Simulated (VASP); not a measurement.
# EuO (Fm-3m) in VASP: notebook, part 2 of 2

VASP 6.6.1. Earlier steps stand in the parts before.

**3. Single point, PBE+U, collinear spin, ferromagnetic start**

INCAR

```
PREC     = Accurate       # precision mode
ENCUT    = 600            # plane-wave cutoff, eV
EDIFF    = 1E-6           # SCF threshold, eV
ISMEAR   = -1             # smearing method
SIGMA    = 0.03           # smearing width, eV
LREAL    = F              # projectors in reciprocal space
LASPH    = T              # aspherical terms in the spheres
NELM     = 200            # most SCF steps
ALGO     = Normal         # electronic algorithm
ISIF     = 2              # what is computed and relaxed
LWAVE    = F              # write WAVECAR
LCHARG   = F              # write CHGCAR
ISPIN    = 2              # spin polarisation
MAGMOM   = 2.8 2.8 0 0    # initial moments
LORBIT   = 11             # projections on sites
LMAXMIX  = 6              # l up to which the mixer works
LDAU     = T              # DFT+U
LDAUTYPE = 2            
LDAUL    = 3 -1           # shell
LDAUU    = 5.3 0          # U, eV
LDAUJ    = 0 0          
LDAUPRINT= 1            
GGA      = PE             # functional
NBANDS   = 35             # bands
GGA_COMPAT= F
```

KPOINTS

```
regular mesh
0
Gamma
  6 6 3
```

POSCAR

```
EuO
1.0
    0.0000000000      2.5719500000      2.5719500000
    2.5719500000      0.0000000000      2.5719500000
    5.1439000000      5.1439000000      0.0000000000
Eu O
2 2
Direct
    0.0000000000      0.0000000000      0.0000000000
    0.0000000000      0.0000000000      0.5000000000
    0.5000000000      0.5000000000      0.2500000000
    0.5000000000      0.5000000000      0.7500000000
```

Potentials or basis: VASP PAW PBE potentials, release 64 (Eu, O).

Launch:

```
$ cat potpaw_PBE.64/Eu/POTCAR potpaw_PBE.64/O/POTCAR > POTCAR
$ mpirun -np 1 vasp_std > vasp.out
```

OUTCAR:

```text
PREC = Accurate
   ENCUT = 600
   EDIFF = 1E-6
   ISMEAR = -1
   LREAL = F
   LASPH = T
   NELM = 200
   ISIF = 2
   ISPIN = 2
   LORBIT = 11
   GGA = PE

 ion  position               nearest neighbor table
   1  0.000  0.000  0.000-   4 2.57   3 2.57   4 2.57   3 2.57   4 2.57   3 2.57
   2  0.000  0.000  0.500-   3 2.57   3 2.57   4 2.57   3 2.57   4 2.57   4 2.57
   3  0.500  0.500  0.250-   1 2.57   1 2.57   2 2.57   1 2.57   2 2.57   2 2.57
   4  0.500  0.500  0.750-   2 2.57   1 2.57   2 2.57   1 2.57   2 2.57   1 2.57

  LATTYP: Found a trigonal (rhomboedric) cell.
 ALAT       =     6.2999651440
 COS(alpha) =     0.8333333333

  Lattice vectors:

 A1 = (   5.1439000000,   2.5719500000,  -2.5719500000)
 A2 = (   2.5719500000,   2.5719500000,  -5.1439000000)
 A3 = (   2.5719500000,   5.1439000000,  -2.5719500000)

Analysis of symmetry for initial positions (statically):
=====================================================================
 Subroutine PRICEL returns following result:

[... 1544 lines left out ...]
  --------------------------------------------------------------------------------------
  -------------------------------------------------------------------------------------
  Total        0.2267296      0.2267296      0.2267296     -0.0000522      0.0000522      0.0000522
  in kB        5.3379097      5.3379097      5.3379097     -0.0012299      0.0012299      0.0012299
  external PRESSURE =       5.3379097 kB  Pullay stress =       0.0000000 kB

 VOLUME and BASIS-vectors are now :
 -----------------------------------------------------------------------------
  energy-cutoff  :      600.00
  volume of cell :       68.05
      direct lattice vectors                 reciprocal lattice vectors
     0.000000000  2.571950000  2.571950000    -0.194405023  0.194405023  0.194405023
     2.571950000  0.000000000  2.571950000     0.194405023 -0.194405023  0.194405023
     5.143900000  5.143900000  0.000000000     0.097202512  0.097202512 -0.097202512

 POSITION                                       TOTAL-FORCE (eV/Angst)
 -----------------------------------------------------------------------------------
      0.00000      0.00000      0.00000         0.000000     -0.000000      0.000000
      2.57195      2.57195      0.00000         0.000000      0.000000      0.000000
      2.57195      2.57195      2.57195        -0.000000     -0.000000     -0.000000
      5.14390      5.14390      2.57195         0.000000      0.000000     -0.000000
 -----------------------------------------------------------------------------------
    total drift:                                0.000000      0.000000      0.000000

  FREE ENERGIE OF THE ION-ELECTRON SYSTEM (eV)
  ---------------------------------------------------
  free  energy   TOTEN  =       -42.4153463972 eV

  energy  without entropy=      -42.4136850732  energy(sigma->0) =      -42.41451574

 total charge

# of ion       s       p       d       f       tot
--------------------------------------------------
    1        2.032   5.798   0.312   6.796  14.938
    2        2.032   5.798   0.312   6.796  14.938
    3        1.551   3.406   0.000   0.000   4.957
    4        1.551   3.406   0.000   0.000   4.957
--------------------------------------------------
tot          7.167  18.408   0.624  13.592  39.791

 magnetization (x)

# of ion       s       p       d       f       tot
--------------------------------------------------
    1       -0.014  -0.112   0.079   6.761   6.714
    2       -0.014  -0.112   0.079   6.761   6.714
    3       -0.005  -0.091   0.000   0.000  -0.096
    4       -0.005  -0.091   0.000   0.000  -0.096
--------------------------------------------------
tot         -0.038  -0.407   0.158  13.523  13.236
```

Wall time 7.8 min (1 thread of Intel Xeon 8259CL, shared host); peak memory 0.31 GiB.

Results:

* Free energy: -42.4153 eV
* Pressure: 0.5 GPa
* Band gap on the k mesh: zero (filled and empty bands overlap)
* Net moment: 14.00 μB per cell
* Site moments: Eu +6.71; O -0.10 μB
* Valence electrons inside the program's atomic spheres: Eu 14.94; O 4.96

Levels at points of the mesh, in eV from the Fermi level:
Spin up:
| k point | band 26 | band 27 | band 28 | band 29 | band 30 | band 31 | band 32 | band 33 | band 34 | band 35 |
| --- | --- | --- | --- | --- | --- | --- | --- | --- | --- | --- |
| (0.00, 0.00, 0.00) | -0.45 | -0.44 | 0.02 | 0.02 | 0.02 | 0.73 | 2.77 | 2.77 | 2.77 | 3.35 |
| (0.50, 0.00, 0.00) | -0.45 | -0.45 | -0.44 | -0.20 | -0.14 | -0.14 | 3.35 | 4.52 | 5.51 | 5.53 |
Spin down:
| k point | band 12 | band 13 | band 14 | band 15 | band 16 | band 17 | band 18 | band 19 | band 20 | band 21 |
| --- | --- | --- | --- | --- | --- | --- | --- | --- | --- | --- |
| (0.00, 0.00, 0.00) | -3.91 | -3.91 | -2.77 | -2.77 | -2.77 | 1.56 | 3.75 | 3.75 | 3.75 | 4.01 |
| (0.50, 0.00, 0.00) | -3.91 | -3.91 | -2.83 | -2.73 | -2.73 | 0.71 | 4.01 | 5.41 | 6.19 | 6.56 |

Eigenvalues of the final occupation matrices:
```csv
site,spin,trace,eigenvalues
site 1 f,1,6.79,0.96 0.97 0.97 0.97 0.97 0.97 0.97
site 1 f,2,0.02,0.00 0.00 0.00 0.00 0.00 0.00 0.00
site 2 f,1,6.79,0.96 0.97 0.97 0.97 0.97 0.97 0.97
site 2 f,2,0.02,0.00 0.00 0.00 0.00 0.00 0.00 0.00
```

Caveat: spin-orbit coupling is left out, which moves the levels of the heavy elements. The state reached can hang on the start; a lower one may exist.
